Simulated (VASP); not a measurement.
Wanted: the native input for a VASP 6.6.1 run.

| Property | Result |
| --- | --- |
| Task | single point |
| Functional | PBE |
| Dispersion | D3(BJ) |
| Potentials or basis | VASP PAW PBE potentials, release 64 (Se) |
| Cutoff | 520 eV |
| k mesh | 12 × 12 × 8 |
| Occupations | gaussian, width 0.05 eV |
| Spin | no spin polarisation |
| Dipole correction | no |
| Further INCAR settings | ALGO = Normal; EDIFF = 1e-07; NBANDS = 16 |

The structure of Se lies in POSCAR:

```
Se
1.0
    4.2516111125      0.0000000000      0.0000000000
   -2.1258055563      3.6820032305      0.0000000000
    0.0000000000      0.0000000000      4.9450488850
Se
3
Direct
    0.2473450684      0.0000000000      0.3333333333
    0.0000000000      0.2473450684      0.6666666667
    0.7526549316      0.7526549316      0.0000000000
```

This cell differs from its parent crystal: volume 25.804 Å^3 an atom, c/a of the conventional cell 1.1631.

The input as run:

INCAR

```
SYSTEM = Se
PREC = Accurate ; ENCUT = 520
EDIFF = 1E-7 ; ISMEAR = 0
SIGMA = 0.05 ; LREAL = .FALSE.
LASPH = .TRUE. ; NELM = 60
ALGO = Normal ; ISIF = 2
LWAVE = .FALSE. ; LCHARG = .FALSE.
GGA = PE ; IVDW = 12
NBANDS = 16
```

KPOINTS

```
regular mesh
0
G
  12 12 8
  0 0 0
```

Potentials or basis: VASP PAW PBE potentials, release 64 (Se).

The run is started by

```console
$ cat potpaw_PBE.64/Se/POTCAR > POTCAR
$ mpirun -np 1 vasp_std > vasp.out
```

It gave:

The pressure is -1.6 GPa. The largest force is 0.322 eV/Å. The band gap on the k mesh is 0.61 eV, indirect (least direct gap 1.09 eV). The dispersion energy per atom is -0.336 eV.

It took 2.2 min on 1 thread of Oxide Virtual Turin-like Processor (shared host), peak memory 0.25 GiB.
